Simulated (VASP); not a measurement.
# V (Fd-3m) in VASP: relaxation of cell and atoms with PBE

Aim: the relaxation of cell and atoms of V with PBE.

All numbers are computed with VASP 6.6.1; they aren't measurements. Logs are shortened: lines on timing, memory, paths and dates and some standing lists are left out, and cuts for length are marked.

## 1. The cell of the first run

The structure is cubic, space group Fd-3m (No. 227). Conventional cell: a = 6.377 Å, b = 6.377 Å, c = 6.377 Å, α = 90.00°, β = 90.00°, γ = 90.00°. V (site symmetry 3m) has 12 V at 1.97 to 2.54 Å within 2.6 Å.

The cell was generated, and may not be a known phase.

## 2. Relaxation of cell and atoms, PBE, collinear spin, ferromagnetic start

The input, INCAR:

```
ALGO = Normal
EDIFF = 1E-6
EDIFFG = -0.04
ENCUT = 600
GGA = PE
IBRION = 2
ISIF = 3
ISMEAR = 0
ISPIN = 2
LASPH = True
LCHARG = False
LMAXMIX = 4
LORBIT = 11
LREAL = False
LWAVE = False
MAGMOM = 2 2 2 2 2 2 2 2
NELM = 150
NSW = 90
PREC = Accurate
SIGMA = 0.1
```

The input, KPOINTS:

```
k-points
0
Gamma
  6 6 6
```

The input, POSCAR:

```
V
1.0
    0.0000000000      3.1883579300      3.1883579300
    3.1883579300      0.0000000000      3.1883579300
    3.1883579300      3.1883579300      0.0000000000
V
8
Direct
    0.3907443700      0.3907443700      0.3907443700
    0.3907443700      0.3907443700      0.8277668800
    0.3907443700      0.8277668800      0.3907443700
    0.8277668800      0.3907443700      0.3907443700
    0.8592556300      0.8592556300      0.4222331200
    0.8592556300      0.8592556300      0.8592556300
    0.8592556300      0.4222331200      0.8592556300
    0.4222331200      0.8592556300      0.8592556300
```

Potentials or basis: VASP PAW PBE potentials, release 64 (V_sv).

Command:

```
cat potpaw_PBE.64/V_sv/POTCAR > POTCAR
mpirun -np 1 vasp_std > vasp.out
```

OUTCAR:

```text
EDIFF = 1E-6
   EDIFFG = -0.04
   ENCUT = 600
   GGA = PE
   IBRION = 2
   ISIF = 3
   ISMEAR = 0
   ISPIN = 2
   LASPH = True
   LORBIT = 11
   LREAL = False
   NELM = 150
   NSW = 90
   PREC = Accurate

 ion  position               nearest neighbor table
   1  0.391  0.391  0.391-   2 1.97   3 1.97   4 1.97   7 2.26   8 2.26   5 2.26   8 2.26   5 2.26
                             7 2.26   4 2.54   2 2.54   3 2.54
   2  0.391  0.391  0.828-   1 1.97   3 1.97   4 1.97   8 2.26   7 2.26   6 2.26   6 2.26   7 2.26
                             8 2.26   4 2.54   1 2.54   3 2.54
   3  0.391  0.828  0.391-   1 1.97   2 1.97   4 1.97   8 2.26   5 2.26   6 2.26   6 2.26   5 2.26
                             8 2.26   4 2.54   2 2.54   1 2.54
   4  0.828  0.391  0.391-   1 1.97   2 1.97   3 1.97   7 2.26   5 2.26   6 2.26   6 2.26   5 2.26
                             7 2.26   1 2.54   2 2.54   3 2.54
   5  0.859  0.859  0.422-   6 1.97   7 1.97   8 1.97   4 2.26   3 2.26   1 2.26   1 2.26   4 2.26
                             3 2.26   7 2.54   8 2.54   6 2.54
   6  0.859  0.859  0.859-   5 1.97   7 1.97   8 1.97   4 2.26   3 2.26   4 2.26   2 2.26   3 2.26
                             2 2.26   8 2.54   7 2.54   5 2.54
   7  0.859  0.422  0.859-   5 1.97   6 1.97   8 1.97   4 2.26   2 2.26   1 2.26   1 2.26   4 2.26
                             2 2.26   8 2.54   5 2.54   6 2.54
   8  0.422  0.859  0.859-   5 1.97   6 1.97   7 1.97   3 2.26   2 2.26   1 2.26   1 2.26   3 2.26
                             2 2.26   7 2.54   5 2.54   6 2.54

  LATTYP: Found a face centered cubic cell.
 ALAT       =     6.3767158600

  Lattice vectors:

 A1 = (   0.0000000000,   3.1883579300,   3.1883579300)
 A2 = (   3.1883579300,   0.0000000000,   3.1883579300)
 A3 = (   3.1883579300,   3.1883579300,   0.0000000000)

Analysis of symmetry for initial positions (statically):
=====================================================================
 Subroutine PRICEL returns:
 Original cell was already a primitive cell.

 Routine SETGRP: Setting up the symmetry group for a
 face centered cubic supercell.

 Subroutine GETGRP returns: Found 48 space group operations
 (whereof 24 operations were pure point group operations)
 out of a pool of 48 trial point group operations.

The static configuration has the point symmetry T_d .
 The point group associated with its full space group is O_h .

Analysis of symmetry for dynamics (positions and initial velocities):
=====================================================================
 Subroutine PRICEL returns:
 Original cell was already a primitive cell.

 Routine SETGRP: Setting up the symmetry group for a
 face centered cubic supercell.

 Subroutine GETGRP returns: Found 48 space group operations
 (whereof 24 operations were pure point group operations)
 out of a pool of 48 trial point group operations.

The dynamic configuration has the point symmetry T_d .
 The point group associated with its full space group is O_h .

Analysis of structural, dynamic, and magnetic symmetry:
=====================================================================
 Subroutine PRICEL returns:
 Original cell was already a primitive cell.

 Routine SETGRP: Setting up the symmetry group for a
 face centered cubic supercell.

 Subroutine GETGRP returns: Found 48 space group operations
 (whereof 24 operations were pure point group operations)
 out of a pool of 48 trial point group operations.

The overall configuration has the point symmetry T_d .
 The point group associated with its full space group is O_h .

 Subroutine INISYM returns: Found 48 space group operations
 (whereof 24 operations are pure point group operations),
 and found     1 'primitive' translations

----------------------------------------------------------------------------------------

                                     Primitive cell

  volume of cell :      64.8233

  direct lattice vectors                    reciprocal lattice vectors
     0.000000000  3.188357930  3.188357930    -0.156820536  0.156820536  0.156820536
     3.188357930  0.000000000  3.188357930     0.156820536 -0.156820536  0.156820536
     3.188357930  3.188357930  0.000000000     0.156820536  0.156820536 -0.156820536

  length of vectors
     4.509019026  4.509019026  4.509019026     0.271621136  0.271621136  0.271621136

  position of ions in fractional coordinates (direct lattice)
     0.390744370  0.390744370  0.390744370
     0.390744370  0.390744370  0.827766880
     0.390744370  0.827766880  0.390744370
     0.827766880  0.390744370  0.390744370
     0.859255630  0.859255630  0.422233120
     0.859255630  0.859255630  0.859255630
     0.859255630  0.422233120  0.859255630
     0.422233120  0.859255630  0.859255630

  ion indices of the primitive-cell ions
   primitive index   ion index
                 1           1
                 2           2
                 3           3
                 4           4
                 5           5
                 6           6
                 7           7
                 8           8

----------------------------------------------------------------------------------------

 KPOINTS: k-points

Automatic generation of k-mesh.
 Grid dimensions read from file:
 generate k-points for:    6    6    6

 Generating k-lattice:

  Cartesian coordinates                     Fractional coordinates (reciprocal lattice)
    -0.026136756  0.026136756  0.026136756     0.166666667  0.000000000  0.000000000
     0.026136756 -0.026136756  0.026136756     0.000000000  0.166666667  0.000000000
     0.026136756  0.026136756 -0.026136756     0.000000000  0.000000000  0.166666667

  Length of vectors
     0.045270189  0.045270189  0.045270189

  Shift w.r.t. Gamma in fractional coordinates (k-lattice)
     0.000000000  0.000000000  0.000000000

 Subroutine IBZKPT returns following result:
 ===========================================

 Found     16 irreducible k-points:

 Following reciprocal coordinates:
            Coordinates               Weight
  0.000000  0.000000  0.000000      1.000000
  0.166667  0.000000  0.000000      8.000000
  0.333333  0.000000  0.000000      8.000000
  0.500000  0.000000  0.000000      4.000000
  0.166667  0.166667  0.000000      6.000000
  0.333333  0.166667  0.000000     24.000000
[... 8 lines left out ...]
 -0.333333  0.333333  0.166667     24.000000
 -0.333333  0.500000  0.166667     12.000000
   k-points           NKPTS =     16   k-points in BZ     NKDIM =     16   number of bands    NBANDS=     70
   number of dos      NEDOS =    301   number of ions     NIONS =      8
   total plane-waves  NPLWV =  46656
   dimension x,y,z NGX =    36 NGY =   36 NGZ =   36
   dimension x,y,z NGXF=    72 NGYF=   72 NGZF=   72
   ions per type =               8
   NGX,Y,Z   is equivalent  to a cutoff of  13.27, 13.27, 13.27 a.u.
   NGXF,Y,Z  is equivalent  to a cutoff of  26.55, 26.55, 26.55 a.u.
 SYSTEM =  unknown system
   PREC   = accura    normal or accurate (medium, high low for compatibility)
   ISTART =      0    job   : 0-new  1-cont  2-samecut
   ICHARG =      2    charge: 1-file 2-atom 10-const
   ISPIN  =      2    spin polarized calculation?
   LNONCOLLINEAR =      F non collinear calculations
   LSORBIT =      F    spin-orbit coupling
   LASPH  =      T    aspherical Exc in radial PAW
   ENCUT  =  600.0 eV  44.10 Ry    6.64 a.u.   9.01  9.01  9.01*2*pi/ulx,y,z
   NELM   =    150;   NELMIN=  2; NELMDL= -5     # of ELM steps
   EDIFF  = 0.1E-05   stopping-criterion for ELM
   LREAL  =      F    real-space projection
   EDIFFG = -.4E-01   stopping-criterion for IOM
   NSW    =     90    number of steps for IOM
   IBRION =      2    ionic relax: 0-MD 1-quasi-New 2-CG
   NFREE  =      1    steps in history (QN), initial steepest desc. (CG)
   ISIF   =      3    stress and relaxation
   ISYM   =      2    0-nonsym 1-usesym 2-fastsym
   POTIM  = 0.5000    time-step for ionic-motion
   TEBEG  =    0.0;   TEEND  =   0.0 temperature during run
   PSTRESS=    0.0 pullay stress
   NELECT =     104.0000    total number of electrons
   NUPDOWN=      -1.0000    fix difference up-down
   EMIN   =  10.00;   EMAX   =-10.00  energy-range for DOS
   EFERMI =   0.00;   METHOD = LEGACY
   ISMEAR =     0;   SIGMA  =   0.10  broadening in eV -4-tet -1-fermi 0-gaus
   EFERMI_NEDOS =   21; number of points for ismear=-14 and -15
   IALGO  =     38    algorithm
   IMIX   =      4    mixing-type and parameters
     AMIX     =   0.40;   BMIX     =  1.00
     AMIX_MAG =   1.60;   BMIX_MAG =  1.00
  volume/ion in A,a.u.               =       8.10        54.68
  Fermi-wavevector in a.u.,A,eV,Ry     =   1.916500  3.621660 49.973833  3.672973
  Thomas-Fermi vector in A             =   2.951945
   LORBIT       =     11    0 simple, 1 ext, 2 COOP (PROOUT), +10 PAW based schemes
   GGA     = PE    functional components
   LHFCALC =     F    Hartree Fock is set to
   AEXX    =    0.0000 exact exchange contribution
   IVDW    =     0    specifies the selected vdW correction
   LEPSILON=     F    determine dielectric tensor
   LRPA    =     F    only Hartree local field effects (RPA)
 conjugate gradient relaxation of ions
 spin polarized calculation
 Gauss-broadening in eV      SIGMA  =   0.10
  energy-cutoff  :      600.00
  volume of cell :       64.82
 maximum number of plane-waves:      2200
   NGX = 17   NGY = 17   NGZ = 17

--------------------------------------- Ionic step        1  -------------------------------------------

 number of electron     104.0000003 magnetization       0.0238886

 number of electron     104.0000003 magnetization      -0.0000134

 Free energy of the ion-electron system (eV)
  ---------------------------------------------------
  ext. energy  EPLUGINS =         0.00000000
  ---------------------------------------------------
  free energy    TOTEN  =       -35.76857320 eV

  energy without entropy =      -35.70623099  energy(sigma->0) =      -35.73740209

------------------------ aborting loop because EDIFF is reached ----------------------------------------

  FORCE on cell =-STRESS in cart. coord.  units (eV):
  Direction    XX          YY          ZZ          XY          YZ          ZX
  --------------------------------------------------------------------------------------
  -------------------------------------------------------------------------------------
  Total      115.2621361    115.2621361    115.2621361      0.0000000      0.0000000     -0.0000000
  in kB     2848.8267619   2848.8267619   2848.8267619      0.0000000      0.0000000     -0.0000000
  external PRESSURE =    2848.8267619 kB  Pullay stress =       0.0000000 kB
[... 2186 lines left out ...]
     63       2.7079      0.00000
     64       2.7079      0.00000
 [bands above 64 left out]

------------------------ aborting loop because EDIFF is reached ----------------------------------------

  FORCE on cell =-STRESS in cart. coord.  units (eV):
  Direction    XX          YY          ZZ          XY          YZ          ZX
  --------------------------------------------------------------------------------------
  -------------------------------------------------------------------------------------
  Total     -113.2586308   -113.2586308   -113.2586308      0.0000000      0.0000000     -0.0000000
  in kB     -574.7627322   -574.7627322   -574.7627322      0.0000000      0.0000000     -0.0000000
  external PRESSURE =    -574.7627322 kB  Pullay stress =       0.0000000 kB
[... 2226 lines left out ...]
     63      12.3468      0.00000
     64      12.3468      0.00000
 [bands above 64 left out]

[... ionic steps 4 to 11 ...]

--------------------------------------- Ionic step       12  -------------------------------------------

 number of electron     104.0000060 magnetization       0.0000006

 number of electron     104.0000060 magnetization      -0.0000003
[... 85 lines left out ...]
 number of electron     104.0000085 magnetization      -0.0000012

 number of electron     104.0000085 magnetization       0.0000004

 Free energy of the ion-electron system (eV)
  ---------------------------------------------------
  ext. energy  EPLUGINS =         0.00000000
  ---------------------------------------------------
  free energy    TOTEN  =       -69.88608807 eV

  energy without entropy =      -69.83196192  energy(sigma->0) =      -69.85902499

 E-fermi :   9.7129     XC(G=0): -12.7720

 val. band max:        9.6822152570   @ k =   0.3333   0.0000   0.0000
 cond. band min:       9.7150760696   @ k =   0.3333   0.1667   0.0000
 fundamental gap:      0.0328608125
 Fermi energy:         9.7128800105
[... 761 lines left out ...]
     20     -28.0302      1.00000
     21     -28.0302      1.00000
```

It took 16 min on 1 thread of Intel Xeon 6975P-C (Granite Rapids), shared host; peak memory 0.31 GiB.

What came out:

- Free energy: -69.8861 eV
- Relaxed volume: 13.81 Å³/atom
- Relaxed cell: a = 5.386 Å, b = 5.386 Å, c = 5.386 Å, α = 60.00°, β = 60.00°, γ = 60.00°
- Space group after relaxing (to 0.1 Å): Fm-3m (No. 225)
- Energy gained by relaxing: 4264.7 meV/atom
- Ionic steps: 14
- Pressure after relaxing: 0.0 GPa
- Band gap on the k mesh: zero (filled and empty bands overlap)
- Net moment: 0.00 μB per cell
- Valence electrons inside the program's atomic spheres: V 11.60

Forces on the atoms (eV/Å):
```
V    0.002  0.002  0.002
V   -0.002 -0.002  0.002
V   -0.002  0.002 -0.002
V    0.002 -0.002 -0.002
V    0.002  0.002 -0.002
V   -0.002 -0.002 -0.002
V    0.002 -0.002  0.002
V   -0.002  0.002  0.002
```

Step by step:
| step | energy change (eV) | largest force (eV/Å) | pressure (GPa) | volume (Å³) |
| --- | --- | --- | --- | --- |
| 1 | 0.0000 | 13.8117 | 284.88 | 64.82 |
| 2 | -2.5777 | 2.7115 | -57.48 | 315.71 |
| 3 | -28.1341 | 0.8762 | -10.56 | 150.13 |
| 4 | -28.7995 | 1.2104 | -8.19 | 142.07 |
| 5 | -30.0079 | 4.6563 | 31.10 | 103.05 |
| 6 | -30.0476 | 2.9662 | 7.35 | 119.15 |
| 7 | -30.1368 | 3.3426 | 11.18 | 115.69 |
| 8 | -31.3380 | 0.9140 | -21.25 | 135.57 |
| 9 | -31.6822 | 1.6094 | -14.08 | 128.81 |
| 10 | -33.7343 | 0.6304 | -10.34 | 118.21 |
| 11 | -34.0467 | 0.4273 | -3.76 | 112.98 |
| 12 | -34.0516 | 0.2566 | -4.89 | 113.69 |
| 13 | -34.0889 | 0.2023 | 3.53 | 108.49 |
| 14 | -34.1175 | 0.0028 | -0.03 | 110.49 |

Final structure:
```
V
1.0
     0.00000    3.80855    3.80855
     3.80855    0.00000    3.80855
     3.80855    3.80855    0.00000
V
8
Cartesian
  2.8563 2.8563 2.8563
  4.7608 4.7608 2.8563
  4.7608 2.8563 4.7608
  2.8563 4.7608 4.7608
  4.7606 4.7606 6.6650
  6.6650 6.6650 6.6650
  4.7606 6.6650 4.7606
  6.6650 4.7606 4.7606
```

Levels at points of the mesh, in eV from the Fermi level:
Spin up:
| k point | band 50 | band 51 | band 52 | band 53 | band 54 | band 55 |
| --- | --- | --- | --- | --- | --- | --- |
| (0.00, 0.00, 0.00) | 0.05 | 0.05 | 0.17 | 0.17 | 0.17 | 0.81 |
| (0.50, 0.00, 0.00) | -0.08 | -0.08 | -0.08 | -0.08 | -0.08 | 0.45 |
| (0.50, 0.50, 0.00) | -1.00 | -0.71 | -0.71 | -0.71 | -0.71 | 0.64 |
Spin down:
| k point | band 48 | band 49 | band 50 | band 51 | band 52 | band 53 | band 54 | band 55 | band 56 | band 57 |
| --- | --- | --- | --- | --- | --- | --- | --- | --- | --- | --- |
| (0.00, 0.00, 0.00) | 0.05 | 0.05 | 0.05 | 0.05 | 0.17 | 0.17 | 0.17 | 0.81 | 0.81 | 0.81 |
| (0.50, 0.00, 0.00) | -0.56 | -0.08 | -0.08 | -0.08 | -0.08 | -0.08 | -0.08 | 0.45 | 0.45 | 0.45 |
| (0.50, 0.50, 0.00) | -1.00 | -1.00 | -1.00 | -0.71 | -0.71 | -0.71 | -0.71 | 0.64 | 0.64 | 1.08 |

Caveat: the volume moved by over 15 % at a fixed basis, so the end points are rough; the moments typed at the start vanished in this run.

The gap in the log of VASP goes by the Fermi energy; the results here count the filled bands.